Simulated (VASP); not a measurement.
Crystal: CuI.

```
CELL_PARAMETERS angstrom
4.14402 0.00000 0.00000
0.00000 4.14402 0.00000
0.00000 0.00000 6.63767
ATOMIC_POSITIONS crystal
I 0.00000 0.50000 0.74303
I 0.50000 0.00000 0.25697
Cu 0.00000 0.00000 0.00000
Cu 0.50000 0.50000 0.00000
```

Base run:

| Quantity | Value |
| --- | --- |
| Program | VASP 6.6.1 |
| Functional | LDA |
| Potentials or basis | VASP PAW LDA potentials, release 64 (I, Cu) |
| Cutoff | 520 eV |
| k mesh | 7 × 7 × 4 |
| Occupations | fermi-dirac, width 0.05 eV |
| Spin | no spin polarisation |

Its results: band gap on the k mesh 1.38 eV; pressure -5.0 GPa; largest force 0.769 eV/Å.

Problem. The run is repeated on the same cell with these changes: functional from LDA to PBE; potentials or basis from VASP PAW LDA potentials, release 64 (I, Cu) to VASP PAW PBE potentials, release 64 (I, Cu). What comes out?

Solution. Band gap on the k mesh 1.55 eV; pressure -0.3 GPa; largest force 0.166 eV/Å.

Caveats: spin-orbit coupling is left out, which moves the levels of the heavy elements; the cell stands under tension (at least some runs); this functional lacks dispersion, which binds the layers, so the pressure and a relaxed spacing across them are unreliable (at least some runs).

